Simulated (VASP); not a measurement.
**SrO: single point with r2SCAN**

SrO:

```
Sr O
1.0
     0.00000    2.57989    2.66477
     2.57989    0.00000    2.66477
     2.57989    2.57989    0.00000
Sr O
1 1
Direct
  0.00000 0.00000 0.00000
  0.50000 0.50000 0.50000
```

This cell differs from its parent crystal: uniaxial z strain +3.3%.

```yaml
Program: VASP 6.6.1
Task: single point
Functional: r2SCAN
Potentials_or_basis: VASP PAW PBE potentials, release 64 (Sr_sv, O)
Cutoff: 520 eV
k_mesh: 8 × 8 × 8
Occupations: gaussian, width 0.01 eV
Spin: no spin polarisation
```

The pressure is -2.2 GPa. The band gap on the k mesh is 3.69 eV, indirect (least direct gap 3.80 eV).

Stress tensor (GPa, compression positive):
```
-0.97  0.00  0.00
 0.00 -0.97  0.00
 0.00  0.00 -4.55
```

Levels at points of the mesh, in eV from the valence-band top:
| k point | band 4 | band 5 | band 6 | band 7 | band 8 | band 9 | band 10 | band 11 | band 12 | band 13 |
| --- | --- | --- | --- | --- | --- | --- | --- | --- | --- | --- |
| (0.00, 0.00, 0.00) | -14.71 | -14.71 | -0.09 | 0.00 | 0.00 | 4.29 | 6.50 | 6.73 | 6.73 | 8.70 |
| (0.50, 0.00, 0.00) | -14.76 | -13.71 | -2.07 | -1.09 | -1.08 | 6.89 | 8.69 | 9.19 | 9.23 | 12.05 |
| (0.50, 0.50, 0.00) | -15.00 | -15.00 | -0.64 | -0.10 | -0.10 | 3.81 | 8.17 | 10.59 | 10.63 | 11.32 |
| (0.50, 0.00, 0.50) | -15.07 | -15.04 | -0.47 | -0.22 | -0.10 | 3.69 | 8.15 | 10.61 | 10.72 | 11.13 |

It took 110 s on 1 thread of Intel(R) Xeon(R) Platinum 8375C CPU @ 2.90GHz (Ice Lake), on a shared host, peak memory 0.18 GiB.

Caveat: the cell differs from its parent crystal (uniaxial z strain +3.3%); the PAW data sets were made with another functional, which shifts forces and pressure a little. A k mesh can miss the band edges.
